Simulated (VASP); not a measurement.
# F (C2/c) in VASP: a series of runs, part 2 of 2

VASP 6.6.1. The steps go on from the part before.

## (3) Relaxation of cell and atoms, PBE+D3(BJ)

This run uses another cell than the first one, of 13.36 Å³/atom.

The input, INCAR:

```
SYSTEM = F
PREC = Accurate
ENCUT = 600
EDIFF = 1E-7
ISMEAR = -1
SIGMA = 0.02
LREAL = .FALSE.
LASPH = .TRUE.
NELM = 60
ALGO = Normal
ISIF = 3
LWAVE = .FALSE.
LCHARG = .FALSE.
GGA = PE
IVDW = 12
IBRION = 2
NSW = 80
EDIFFG = -0.005
```

The input, KPOINTS:

```
regular mesh
0
G
  8 8 4
  0 0 0
```

The input, POSCAR:

```
F
1.0
    2.5563224246     -1.5840272486      0.0000000000
    2.5563224246      1.5840272486      0.0000000000
   -0.5621106040      0.0000000000      6.5977088989
F
4
Direct
    0.5958328800      0.9153359700      0.5979555000
    0.0846640300      0.4041671200      0.9020445000
    0.4041671200      0.0846640300      0.4020445000
    0.9153359700      0.5958328800      0.0979555000
```

Potentials or basis: VASP PAW PBE potentials, release 64 (F).

The run is started by

```
$ cat potpaw_PBE.64/F/POTCAR > POTCAR
$ mpirun -np 1 vasp_std > vasp.out
```

OUTCAR:

```text
SYSTEM = F
   PREC = Accurate
   ENCUT = 600
   EDIFF = 1E-7
   ISMEAR = -1
   LREAL = .FALSE.
   LASPH = .TRUE.
   NELM = 60
   ISIF = 3
   GGA = PE
   IVDW = 12
   IBRION = 2
   NSW = 80
   EDIFFG = -0.005
 IVDW          = 12

 ion  position               nearest neighbor table
   1  0.596  0.915  0.598-   3 1.41
   2  0.085  0.404  0.902-   4 1.41
   3  0.404  0.085  0.402-   1 1.41
   4  0.915  0.596  0.098-   2 1.41

  LATTYP: Found a base centered monoclinic cell.
 ALAT       =     5.1126448492
 B/A-ratio  =     0.6196508051
 C/A-ratio  =     1.2951439236
 COS(beta)  =    -0.0848903102

  Lattice vectors:

 A1 = (   2.5563224246,  -1.5840272486,   0.0000000000)
 A2 = (   2.5563224246,   1.5840272486,   0.0000000000)
 A3 = (  -0.5621106040,   0.0000000000,   6.5977088989)

[... 307 lines left out ...]

 number of electron      28.0000013 magnetization

------------------------ aborting loop because EDIFF is reached ----------------------------------------
[... 79 lines left out ...]
--------------------------------------- Ionic step       20  -------------------------------------------

 number of electron      28.0000015 magnetization

 Free energy of the ion-electron system (eV)
  ---------------------------------------------------
  ext. energy  EPLUGINS =         0.00000000
  ---------------------------------------------------
  free energy    TOTEN  =        -7.27863313 eV

  energy without entropy =       -7.27863313  energy(sigma->0) =       -7.27863313

 E-fermi :  -4.6581     XC(G=0):  -7.7671

 val. band max:       -5.1283596512   @ k =   0.0000   0.0000   0.0000
 cond. band min:      -2.4217427149   @ k =   0.0000   0.0000   0.0000
 fundamental gap:      2.7066169362
 Fermi energy:        -4.6581471795

 k-point     1 :       0.0000    0.0000    0.0000
  band No.  band energies     occupation
      1     -29.8171      2.00000
      2     -29.6706      2.00000
      3     -23.8807      2.00000
      4     -23.4845      2.00000
      5     -11.6039      2.00000
      6     -10.7843      2.00000
[... 481 lines left out ...]
      5     -11.4175      2.00000
      6     -11.0095      2.00000
[... 10 lines left out ...]
     17       5.8571      0.00000
     18       7.1583      0.00000

 [... further k-points ...]

------------------------ aborting loop because EDIFF is reached ----------------------------------------

 Edisp (eV)   -0.12190

 E8    (eV) :    -0.0268
[... 27 lines left out ...]
  FREE ENERGIE OF THE ION-ELECTRON SYSTEM (eV)
  ---------------------------------------------------
  free  energy   TOTEN  =        -7.4005341244 eV

  energy  without entropy=       -7.4005341243  energy(sigma->0) =       -7.40053412

 reached required accuracy - stopping structural energy minimisation
```

CONTCAR:

```text
F
   1.00000000000000
     2.7267351251546628   -1.7023847792813140    0.0216643389541086
     2.7267351251546628    1.7023847792813140    0.0216643389541086
    -0.5442794621496215    0.0000000000000000    6.6788893347364908
  F
     4
Direct
     0.5916199485004463    0.9178433447552942    0.5972739009509026
     0.0821566552447058    0.4083800514995535    0.9027260990490974
     0.4083800514995535    0.0821566552447058    0.4027260990490973
     0.9178433447552942    0.5916199485004463    0.0972739009509027

  0.00000000E+00  0.00000000E+00  0.00000000E+00
  0.00000000E+00  0.00000000E+00  0.00000000E+00
  0.00000000E+00  0.00000000E+00  0.00000000E+00
  0.00000000E+00  0.00000000E+00  0.00000000E+00
```

Wall time 9.7 min (1 thread of Intel Xeon Platinum 8259CL at 2.50GHz (Skylake/Cascade Lake), shared host); peak memory 0.22 GiB.

Results:

```
Free energy                           : -7.4005 eV
Relaxed volume                        : 15.51 Å³/atom
Relaxed cell                          : a = 3.215 Å, b = 3.215 Å, c = 6.701 Å, α = 93.56°, β = 93.56°, γ = 63.95°
Space group after relaxing (to 0.1 Å) : C2/c (No. 15)
Energy gained by relaxing             : 11.7 meV/atom
Ionic steps                           : 20
Pressure after relaxing               : 0.0 GPa
Largest force after relaxing          : 0.004 eV/Å
Band gap on the k mesh                : 2.71 eV
Dispersion energy per atom            : -0.030 eV
```

Forces in eV/Å, atoms in the order of the input:
```
F   -0.002 -0.003 -0.002
F    0.002 -0.003  0.002
F    0.002  0.003  0.002
F   -0.002  0.003 -0.002
```

Step by step:
```tsv
step	energy change (eV)	largest force (eV/Å)	pressure (GPa)	volume (Å³)
1	0.0000	0.5071	2.86	53.43
2	0.0787	1.5330	-3.63	55.30
3	-0.0107	0.1083	0.97	53.89
4	-0.0107	0.0915	1.02	53.87
5	-0.0166	0.0833	0.90	54.57
6	-0.0308	0.0554	0.60	56.72
7	-0.0453	0.0165	0.18	61.16
8	-0.0461	0.0416	0.05	62.72
9	-0.0461	0.0386	0.06	62.53
10	-0.0431	0.3086	-0.85	62.91
11	-0.0462	0.0057	-0.04	62.57
12	-0.0463	0.0048	-0.04	62.58
13	-0.0467	0.0040	-0.06	62.59
14	-0.0467	0.0082	-0.07	62.62
15	-0.0468	0.0045	-0.06	62.60
16	-0.0466	0.0911	0.20	62.36
17	-0.0468	0.0178	0.00	62.55
18	-0.0468	0.0161	0.00	62.50
19	-0.0469	0.0111	0.00	62.35
20	-0.0469	0.0041	0.02	62.05
```

Final structure:
```cif
data_structure
_symmetry_space_group_name_H-M 'P 1'
_symmetry_Int_Tables_number 1
_cell_length_a 3.2146
_cell_length_b 3.2146
_cell_length_c 6.7010
_cell_angle_alpha 93.565
_cell_angle_beta 93.565
_cell_angle_gamma 63.954
_cell_volume 62.05
loop_
_atom_site_label
_atom_site_type_symbol
_atom_site_fract_x
_atom_site_fract_y
_atom_site_fract_z
_atom_site_occupancy
F1 F 0.59162 0.91784 0.59727 1
F2 F 0.08216 0.40838 0.90273 1
F3 F 0.40838 0.08216 0.40273 1
F4 F 0.91784 0.59162 0.09727 1
```

Caveat: the volume moved by over 15 % at a fixed basis, so the end points are rough.
